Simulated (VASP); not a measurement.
Input of a VASP 6.6.1 run:

File INCAR:

```
SYSTEM = Na
PREC     = Accurate       ! precision mode
ENCUT    = 520            ! plane-wave cutoff, eV
EDIFF    = 1E-7           ! SCF threshold, eV
ISMEAR   = 0              ! smearing method
SIGMA    = 0.1            ! smearing width, eV
LREAL    = .FALSE.        ! projectors in reciprocal space
LASPH    = .TRUE.         ! aspherical terms in the spheres
NELM     = 60             ! most SCF steps
ALGO     = Fast           ! electronic algorithm
ISIF     = 2              ! what is computed and relaxed
LWAVE    = .FALSE.        ! write WAVECAR
LCHARG   = .FALSE.        ! write CHGCAR
GGA      = PS             ! functional
NBANDS   = 10             ! bands
```

The input KPOINTS:

```
regular mesh
0
G
  14 14 14
  0 0 0
```

File POSCAR:

```
Na
1.0
   -2.0842858503      2.0842858503      2.0842858503
    2.0842858503     -2.0842858503      2.0842858503
    2.0842858503      2.0842858503     -2.0842858503
Na
1
Direct
    0.0000000000      0.0000000000      0.0000000000
```

Potentials or basis: VASP PAW PBE potentials, release 64 (Na_pv).

Launch:

```bash
$ cat potpaw_PBE.64/Na_pv/POTCAR > POTCAR
$ mpirun -np 1 vasp_std > vasp.out
```

(1) Predict the pressure.

Answers

(1) 0.1 GPa.

Caveat: the PAW data sets were made with another functional, which shifts forces and pressure a little.
